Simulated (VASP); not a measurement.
# Al8As8H (a cell with a defect) in VASP: notebook

The runs below take Al8As8H (a cell with a defect) through relaxation of the atoms, with PBE.

All numbers are computed with VASP 6.6.1; they aren't measurements. Logs are shortened: lines on timing, memory, paths and dates and some standing lists are left out, and cuts for length are marked.

### 1 The cell of the first run

The cell holds a defect, 17 atoms: a = 8.100 Å, b = 8.100 Å, c = 8.100 Å, α = 60.00°, β = 60.00°, γ = 60.00°.

### 2 Relaxation of the atoms, PBE

Input file INCAR:

```
ALGO = Normal
EDIFF = 1E-6
EDIFFG = -0.025
ENCUT = 520
GGA = PE
IBRION = 2
ISIF = 2
ISMEAR = 0
LASPH = T
LCHARG = F
LREAL = Auto
LWAVE = F
NELECT = 64.0
NELM = 60
NSW = 65
PREC = Accurate
SIGMA = 0.01
```

Input file KPOINTS:

```
k-points
0
Gamma
  1 1 1
```

Input file POSCAR:

```
Al8As8H
1.0
    0.0000000000      5.7279123196     -5.7279123196
    5.7279123196      5.7279123196      0.0000000000
    5.7279123196      0.0000000000     -5.7279123196
Al As H
8 8 1
Direct
    0.0029151995     -0.0009717332      0.4990282668
   -0.0088836130      0.4911163870      0.5266508390
    0.4990282668     -0.0009717332      0.4990282668
    0.4990282668      0.5029151995      0.4990282668
   -0.0088836130      0.0266508390      0.9911163870
   -0.0088836130      0.4911163870      0.9911163870
    0.4990282668     -0.0009717332      1.0029151995
    0.5266508390      0.4911163870      0.9911163870
    0.1285458949      0.1214541051      0.1285458949
    0.1250000000      0.6250000000      0.1250000000
    0.6214541051      0.1214541051      0.1285458949
    0.6214541051      0.6285458949      0.1285458949
    0.1285458949      0.1214541051      0.6214541051
    0.1285458949      0.6285458949      0.6214541051
    0.6250000000      0.1250000000      0.6250000000
    0.6214541051      0.6285458949      0.6214541051
    0.8750000000      0.3750000000      0.8750000000
```

Potentials or basis: VASP PAW PBE potentials, release 64 (Al, As, H).

The run is started by

```sh
$ cat potpaw_PBE.64/Al/POTCAR potpaw_PBE.64/As/POTCAR potpaw_PBE.64/H/POTCAR > POTCAR
$ mpirun -np 1 vasp_gam > vasp.out
```

OUTCAR:

```text
EDIFF = 1E-6
   EDIFFG = -0.025
   ENCUT = 520
   GGA = PE
   IBRION = 2
   ISIF = 2
   ISMEAR = 0
   LASPH = T
   LREAL = Auto
   NELECT = 64.0
   NELM = 60
   NSW = 65
   PREC = Accurate

 ion  position               nearest neighbor table
   1  0.003  0.999  0.499-   9 2.45  14 2.45  13 2.45  15 2.50
   2  0.991  0.491  0.527-  13 2.45  16 2.45  14 2.45  10 2.66
   3  0.499  0.999  0.499-  11 2.45  13 2.45  16 2.45  15 2.50
   4  0.499  0.503  0.499-  12 2.45  14 2.45  16 2.45  15 2.50
   5  0.991  0.027  0.991-  11 2.45  13 2.45   9 2.45  10 2.66
   6  0.991  0.491  0.991-   9 2.45  12 2.45  14 2.45  10 2.66
[... 8 lines left out ...]
  15  0.625  0.125  0.625-   1 2.50   4 2.50   7 2.50   3 2.50
  16  0.621  0.629  0.621-   3 2.45   4 2.45   2 2.45   8 2.45
  17  0.875  0.375  0.875-

  LATTYP: Found a face centered cubic cell.
 ALAT       =    11.4558246392

  Lattice vectors:

 A1 = (   0.0000000000,   5.7279123196,  -5.7279123196)
 A2 = (   5.7279123196,   5.7279123196,   0.0000000000)
 A3 = (   5.7279123196,   0.0000000000,  -5.7279123196)

Analysis of symmetry for initial positions (statically):
=====================================================================
 Subroutine PRICEL returns:
 Original cell was already a primitive cell.

 Routine SETGRP: Setting up the symmetry group for a
 face centered cubic supercell.

 Subroutine GETGRP returns: Found 24 space group operations
 (whereof  6 operations were pure point group operations)
 out of a pool of 48 trial point group operations.

The static configuration has the point symmetry C_3v.
 The point group associated with its full space group is T_d .

Analysis of symmetry for dynamics (positions and initial velocities):
=====================================================================
 Subroutine PRICEL returns:
 Original cell was already a primitive cell.

 Routine SETGRP: Setting up the symmetry group for a
 face centered cubic supercell.

 Subroutine GETGRP returns: Found 24 space group operations
 (whereof  6 operations were pure point group operations)
 out of a pool of 48 trial point group operations.

The dynamic configuration has the point symmetry C_3v.
 The point group associated with its full space group is T_d .

 Subroutine INISYM returns: Found 24 space group operations
 (whereof  6 operations are pure point group operations),
 and found     1 'primitive' translations

----------------------------------------------------------------------------------------

                                     Primitive cell

  volume of cell :     375.8539

  direct lattice vectors                    reciprocal lattice vectors
     0.000000000  5.727912320 -5.727912320    -0.087291839  0.087291839 -0.087291839
     5.727912320  5.727912320  0.000000000     0.087291839  0.087291839  0.087291839
     5.727912320  0.000000000 -5.727912320     0.087291839 -0.087291839 -0.087291839

  length of vectors
     8.100491286  8.100491286  8.100491286     0.151193900  0.151193900  0.151193900

  position of ions in fractional coordinates (direct lattice)
     0.002915200  0.999028267  0.499028267
     0.991116387  0.491116387  0.526650839
     0.499028267  0.999028267  0.499028267
     0.499028267  0.502915200  0.499028267
     0.991116387  0.026650839  0.991116387
     0.991116387  0.491116387  0.991116387
[... 9 lines left out ...]
     0.621454105  0.628545895  0.621454105
     0.875000000  0.375000000  0.875000000

  ion indices of the primitive-cell ions
   primitive index   ion index
                 1           1
                 2           2
                 3           3
                 4           4
                 5           5
                 6           6
[... 9 lines left out ...]
                16          16
                17          17

----------------------------------------------------------------------------------------

 KPOINTS: k-points

Automatic generation of k-mesh.
 Grid dimensions read from file:
 generate k-points for:    1    1    1

 Generating k-lattice:

  Cartesian coordinates                     Fractional coordinates (reciprocal lattice)
    -0.087291839  0.087291839 -0.087291839     1.000000000  0.000000000  0.000000000
     0.087291839  0.087291839  0.087291839     0.000000000  1.000000000  0.000000000
     0.087291839 -0.087291839 -0.087291839     0.000000000  0.000000000  1.000000000

  Length of vectors
     0.151193900  0.151193900  0.151193900

  Shift w.r.t. Gamma in fractional coordinates (k-lattice)
     0.000000000  0.000000000  0.000000000

 Subroutine IBZKPT returns following result:
 ===========================================

 Found      1 irreducible k-points:

 Following reciprocal coordinates:
            Coordinates               Weight
  0.000000  0.000000  0.000000      1.000000
   k-points           NKPTS =      1   k-points in BZ     NKDIM =      1   number of bands    NBANDS=     41
   number of dos      NEDOS =    301   number of ions     NIONS =     17
   total plane-waves  NPLWV = 216000
   dimension x,y,z NGX =    60 NGY =   60 NGZ =   60
   dimension x,y,z NGXF=   120 NGYF=  120 NGZF=  120
   ions per type =               8   8   1
   NGX,Y,Z   is equivalent  to a cutoff of  12.31, 12.31, 12.31 a.u.
   NGXF,Y,Z  is equivalent  to a cutoff of  24.63, 24.63, 24.63 a.u.
 SYSTEM =  unknown system
   PREC   = accura    normal or accurate (medium, high low for compatibility)
   ISTART =      0    job   : 0-new  1-cont  2-samecut
   ICHARG =      2    charge: 1-file 2-atom 10-const
   ISPIN  =      1    spin polarized calculation?
   LNONCOLLINEAR =      F non collinear calculations
   LSORBIT =      F    spin-orbit coupling
   LASPH  =      T    aspherical Exc in radial PAW
   ENCUT  =  520.0 eV  38.22 Ry    6.18 a.u.  15.06 15.06 15.06*2*pi/ulx,y,z
   NELM   =     60;   NELMIN=  2; NELMDL= -5     # of ELM steps
   EDIFF  = 0.1E-05   stopping-criterion for ELM
   LREAL  =      T    real-space projection
   EDIFFG = -.3E-01   stopping-criterion for IOM
   NSW    =     65    number of steps for IOM
   IBRION =      2    ionic relax: 0-MD 1-quasi-New 2-CG
   NFREE  =      1    steps in history (QN), initial steepest desc. (CG)
   ISIF   =      2    stress and relaxation
   ISYM   =      2    0-nonsym 1-usesym 2-fastsym
   POTIM  = 0.5000    time-step for ionic-motion
   TEBEG  =    0.0;   TEEND  =   0.0 temperature during run
   PSTRESS=    0.0 pullay stress
   NELECT =      64.0000    total number of electrons
   NUPDOWN=      -1.0000    fix difference up-down
   EMIN   =  10.00;   EMAX   =-10.00  energy-range for DOS
   EFERMI =   0.00;   METHOD = LEGACY
   ISMEAR =     0;   SIGMA  =   0.01  broadening in eV -4-tet -1-fermi 0-gaus
   EFERMI_NEDOS =   21; number of points for ismear=-14 and -15
   IALGO  =     38    algorithm
   IMIX   =      4    mixing-type and parameters
     AMIX     =   0.40;   BMIX     =  1.00
     AMIX_MAG =   1.60;   BMIX_MAG =  1.00
  volume/ion in A,a.u.               =      22.11       149.20
  Fermi-wavevector in a.u.,A,eV,Ry     =   0.907392  1.714723 11.202506  0.823361
  Thomas-Fermi vector in A             =   2.031194
   LORBIT       =      0    0 simple, 1 ext, 2 COOP (PROOUT), +10 PAW based schemes
   GGA     = PE    functional components
   LHFCALC =     F    Hartree Fock is set to
   AEXX    =    0.0000 exact exchange contribution
   IVDW    =     0    specifies the selected vdW correction
   LEPSILON=     F    determine dielectric tensor
   LRPA    =     F    only Hartree local field effects (RPA)
 conjugate gradient relaxation of ions
 non-spin polarized calculation
 Gauss-broadening in eV      SIGMA  =   0.01
  energy-cutoff  :      520.00
  volume of cell :      375.85
 maximum number of plane-waves:      5041
   NGX = 31   NGY = 31   NGZ = 31

--------------------------------------- Ionic step        1  -------------------------------------------

 number of electron      64.0000001 magnetization

 Free energy of the ion-electron system (eV)
  ---------------------------------------------------
  ext. energy  EPLUGINS =         0.00000000
  ---------------------------------------------------
  free energy    TOTEN  =       -66.59752560 eV

  energy without entropy =      -66.58209937  energy(sigma->0) =      -66.58981249

------------------------ aborting loop because EDIFF is reached ----------------------------------------

  FORCE on cell =-STRESS in cart. coord.  units (eV):
  Direction    XX          YY          ZZ          XY          YZ          ZX
  --------------------------------------------------------------------------------------
  -------------------------------------------------------------------------------------
  Total        2.6366347      2.6366347      2.6366347      0.0000000      0.0000000     -0.0000000
  in kB       11.2393572     11.2393572     11.2393572      0.0000000      0.0000000     -0.0000000
  external PRESSURE =      11.2393572 kB  Pullay stress =       0.0000000 kB

 VOLUME and BASIS-vectors are now :
 -----------------------------------------------------------------------------
  energy-cutoff  :      520.00
  volume of cell :      375.85
      direct lattice vectors                 reciprocal lattice vectors
     0.000000000  5.727912320 -5.727912320    -0.087291839  0.087291839 -0.087291839
     5.727912320  5.727912320  0.000000000     0.087291839  0.087291839  0.087291839
     5.727912320  0.000000000 -5.727912320     0.087291839 -0.087291839 -0.087291839
[... 222 lines left out ...]
      7.15989      7.15989     -7.11133        -0.000000     -0.000000      0.069755
      7.15989      7.15989    -10.02385        -0.000000     -0.000000      0.000000
 -----------------------------------------------------------------------------------
    total drift:                               -0.000001     -0.000001      0.000001

  FREE ENERGIE OF THE ION-ELECTRON SYSTEM (eV)
  ---------------------------------------------------
  free  energy   TOTEN  =       -66.6306315346 eV

  energy  without entropy=      -66.6152053026  energy(sigma->0) =      -66.62291842

--------------------------------------- Ionic step        6  -------------------------------------------

 number of electron      64.0000000 magnetization

 Free energy of the ion-electron system (eV)
  ---------------------------------------------------
  ext. energy  EPLUGINS =         0.00000000
  ---------------------------------------------------
  free energy    TOTEN  =       -66.63195171 eV

  energy without entropy =      -66.61652548  energy(sigma->0) =      -66.62423859

 E-fermi :   3.9781     XC(G=0):  -8.7472

 val. band max:        3.9750773931   @ k =   0.0000   0.0000   0.0000
 cond. band min:       5.5413020814   @ k =   0.0000   0.0000   0.0000
 fundamental gap:      1.5662246884
 Fermi energy:         3.9781229503

 k-point     1 :       0.0000    0.0000    0.0000
  band No.  band energies     occupation
      1      -7.8982      2.00000
      2      -6.5772      2.00000
      3      -6.5772      2.00000
      4      -6.5772      2.00000
      5      -6.2294      2.00000
      6      -6.0296      2.00000
[... 59 lines left out ...]
      2.86534      2.86534     -5.72930        -0.002436     -0.002436      0.002436
      5.72652      5.72652     -5.72930         0.002436      0.002436      0.002436
      5.87070      5.87070    -11.31304        -0.001600     -0.001600     -0.001600
      8.44908      8.44908    -11.31304         0.001600      0.001600     -0.001600
[... 9 lines left out ...]
      7.15989      7.15989     -7.10383         0.000000     -0.000000     -0.009700
      7.15989      7.15989    -10.02385         0.000000      0.000000     -0.000000
 -----------------------------------------------------------------------------------
    total drift:                               -0.000001     -0.000001      0.000001

  FREE ENERGIE OF THE ION-ELECTRON SYSTEM (eV)
  ---------------------------------------------------
  free  energy   TOTEN  =       -66.6319517097 eV

  energy  without entropy=      -66.6165254777  energy(sigma->0) =      -66.62423859

 reached required accuracy - stopping structural energy minimisation
```

It took 4.4 min on 1 thread of AMD EPYC 7R13, shared host; peak memory 0.49 GiB.

Results:

```
Free energy                  : -66.6320 eV
Energy gained by relaxing    : 2.0 meV/atom
Ionic steps                  : 6
Largest force after relaxing : 0.010 eV/Å
```

Forces on the atoms (eV/Å):
```
Al  -0.002  0.002 -0.002
Al  -0.002  0.002  0.002
Al  -0.002 -0.002  0.002
Al   0.002  0.002  0.002
Al  -0.002 -0.002 -0.002
Al   0.002  0.002 -0.002
Al   0.002 -0.002 -0.002
Al   0.002 -0.002  0.002
As   0.000  0.000  0.010
As   0.000  0.000  0.000
As   0.000  0.010  0.000
As  -0.010  0.000  0.000
As   0.010  0.000  0.000
As   0.000 -0.010  0.000
As   0.000  0.000  0.000
As   0.000  0.000 -0.010
H    0.000  0.000  0.000
```

Step by step:
```csv
step,energy change (eV),largest force (eV/Å),pressure (GPa)
1,0.0000,0.2199,1.12
2,-0.0093,0.1800,1.16
3,-0.0279,0.0710,1.27
4,-0.0239,0.1358,1.54
5,-0.0331,0.0698,1.39
6,-0.0344,0.0097,1.36
```

Final structure:
```
Al As H
1.0
     0.00000    5.72791   -5.72791
     5.72791    5.72791    0.00000
     5.72791    0.00000   -5.72791
Al As H
8 8 1
Direct
  0.99964 0.00012 0.50012
  0.98754 0.48754 0.53739
  0.50012 0.00012 0.50012
  0.50012 0.49964 0.50012
  0.98754 0.03739 0.98754
  0.98754 0.48754 0.98754
  0.50012 0.00012 0.99964
  0.53739 0.48754 0.98754
  0.12989 0.12011 0.12989
  0.12500 0.62500 0.12500
  0.62011 0.12011 0.12989
  0.62011 0.62989 0.12989
  0.12989 0.12011 0.62011
  0.12989 0.62989 0.62011
  0.62500 0.12500 0.62500
  0.62011 0.62989 0.62011
  0.87500 0.37500 0.87500
```

Caveat: the k points lie up to 0.95 Å⁻¹ apart; the cell carries a net charge on a neutralising background, which shifts energy and pressure; the cell is charged against a uniform background, so pressure and absolute levels hang on convention.

### 3 Relaxation of the atoms, PBE

Input file INCAR:

```
SYSTEM = Al8As8H
PREC = Accurate
ENCUT = 520
EDIFF = 1E-7
ISMEAR = 0
SIGMA = 0.01
LREAL = Auto
LASPH = .TRUE.
NELM = 80
ALGO = Normal
ISIF = 2
LWAVE = .FALSE.
LCHARG = .FALSE.
GGA = PE
IBRION = 2
NSW = 65
EDIFFG = -0.025
NELECT = 66.0
```

Input file KPOINTS:

```
regular mesh
0
G
  1 1 1
  0 0 0
```

POSCAR is that of step 2.

Potentials or basis: VASP PAW PBE potentials, release 64 (Al, As, H).

The run is started by

```sh
$ cat potpaw_PBE.64/Al/POTCAR potpaw_PBE.64/As/POTCAR potpaw_PBE.64/H/POTCAR > POTCAR
$ mpirun -np 1 vasp_gam > vasp.out
```

Wall time 4.3 min (1 thread of AMD EPYC 7R13, shared host); peak memory 0.49 GiB.

It converged, with:

| Item | Value |
| --- | --- |
| Free energy | -58.6791 eV |
| Energy gained by relaxing | 6.1 meV/atom |
| Ionic steps | 5 |
| Largest force after relaxing | 0.014 eV/Å |

Forces in eV/Å, atoms in the order of the input:
```
Al  -0.005  0.005 -0.005
Al   0.003 -0.003 -0.003
Al  -0.005 -0.005  0.005
Al   0.005  0.005  0.005
Al   0.003  0.003  0.003
Al  -0.003 -0.003  0.003
Al   0.005 -0.005 -0.005
Al  -0.003  0.003 -0.003
As   0.000  0.000  0.014
As   0.000  0.000  0.000
As   0.000  0.014  0.000
As  -0.014  0.000  0.000
As   0.014  0.000  0.000
As   0.000 -0.014  0.000
As   0.000  0.000  0.000
As   0.000  0.000 -0.014
H    0.000  0.000  0.000
```

Step by step:
```csv
step,energy change (eV),largest force (eV/Å),pressure (GPa)
1,0.0000,0.6327,8.19
2,-0.0696,0.3569,8.08
3,-0.1002,0.0993,7.98
4,-0.1027,0.0398,7.98
5,-0.1034,0.0138,7.98
```

Final structure:
```
Al As H
1.0
     0.00000    5.72791   -5.72791
     5.72791    5.72791    0.00000
     5.72791    0.00000   -5.72791
Al As H
8 8 1
Direct
  0.00637 0.99788 0.49788
  0.99458 0.49458 0.51627
  0.49788 0.99788 0.49788
  0.49788 0.50637 0.49788
  0.99458 0.01627 0.99458
  0.99458 0.49458 0.99458
  0.49788 0.99788 0.00637
  0.51627 0.49458 0.99458
  0.12699 0.12301 0.12699
  0.12500 0.62500 0.12500
  0.62301 0.12301 0.12699
  0.62301 0.62699 0.12699
  0.12699 0.12301 0.62301
  0.12699 0.62699 0.62301
  0.62500 0.12500 0.62500
  0.62301 0.62699 0.62301
  0.87500 0.37500 0.87500
```

Levels at points of the mesh, in eV from the Fermi level:
| k point | band 30 | band 31 | band 32 | band 33 | band 34 | band 35 | band 36 | band 37 |
| --- | --- | --- | --- | --- | --- | --- | --- | --- |
| (0.00, 0.00, 0.00) | -0.79 | -0.06 | -0.06 | -0.06 | 1.26 | 1.26 | 1.41 | 1.68 |

Caveat: the k points lie up to 0.95 Å⁻¹ apart; the cell carries a net charge on a neutralising background, which shifts energy and pressure; the cell is charged against a uniform background, so pressure and absolute levels hang on convention.
